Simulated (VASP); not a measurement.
Write the native input for VASP 6.6.1 that does the following.

```
Task                   : single point
Functional             : r2SCAN
Potentials or basis    : VASP PAW PBE potentials, release 64 (Si, W_sv)
Cutoff                 : 520 eV
k mesh                 : 10 × 10 × 6
Occupations            : gaussian, width 0.15 eV
Spin                   : no spin polarisation
Dipole correction      : no
Further INCAR settings : ALGO = Normal; EDIFF = 1e-07; NBANDS = 31
```

Crystal: Si2W.

```xyz
6
Lattice="0.0000 -3.2121 0.0000 -3.2127 0.0000 0.0000 0.0001 0.0000 -7.8026" Properties=species:S:1:pos:R:3 pbc="T T T"
Si    0.0000    0.0002   -5.1887
Si   -1.6063   -1.6064   -1.2876
Si    0.0000    0.0001   -2.6137
Si   -1.6062   -1.6062   -6.5153
W    -1.6064   -1.6061   -3.9012
W    -3.2127   -3.2121   -0.0001
```

One way to write it, as run:

POSCAR

```
Si2W
1.0
   -0.0000153807     -3.2121382565     -0.0000099828
   -3.2127285231     -0.0000153807      0.0000247167
    0.0000600707     -0.0000242619     -7.8026214124
Si W
4 2
Direct
   -0.0000746417      0.0000083734      0.6649932264
    0.5000939897      0.4999778843      0.1650231320
   -0.0000337431      0.0000211812      0.3349720576
    0.5000276918      0.4999705578      0.8350136126
    0.5000053445      0.5000280721      0.4999827273
    0.9999813587      0.9999939312      0.0000152441
```

INCAR.step1

```
SYSTEM = Si2W
PREC = Accurate
ENCUT = 520
ISMEAR = 0
SIGMA = 0.15
LREAL = .False.
LASPH = .True.
NELM = 100
NBANDS = 31
GGA = PE
ALGO = Normal
EDIFF = 1E-4
LWAVE = .True.
LCHARG = .False.
```

INCAR.step2

```
SYSTEM = Si2W
PREC = Accurate
ENCUT = 520
EDIFF = 1E-7
ISMEAR = 0
SIGMA = 0.15
LREAL = .False.
LASPH = .True.
NELM = 100
ALGO = Normal
ISIF = 2
LWAVE = .False.
LCHARG = .False.
METAGGA = R2SCAN
LMIXTAU = .True.
NBANDS = 31
ISTART = 1
```

KPOINTS

```
regular mesh
0
Gamma
  10 10 6
  0 0 0
```

Potentials or basis: VASP PAW PBE potentials, release 64 (Si, W_sv).

Launch:

```bash
$ cat potpaw_PBE.64/Si/POTCAR potpaw_PBE.64/W_sv/POTCAR > POTCAR
$ cp INCAR.step1 INCAR
$ mpirun -np 1 vasp_std > vasp.out
$ cp INCAR.step2 INCAR
$ mpirun -np 1 vasp_std > vasp.out
```

Results of the run:

The pressure is 0.2 GPa, the largest force is 0.012 eV/Å and the band gap on the k mesh is zero (bands 22 and 23 overlap by 1.33 eV).

Caveat: the PAW data sets were made with another functional, which shifts forces and pressure a little; spin-orbit coupling is left out, which moves the levels of the heavy elements.

Wall time 60 min on 1 thread of Oxide Virtual Turin-like Processor, with other jobs on the host, peak memory 0.61 GiB.
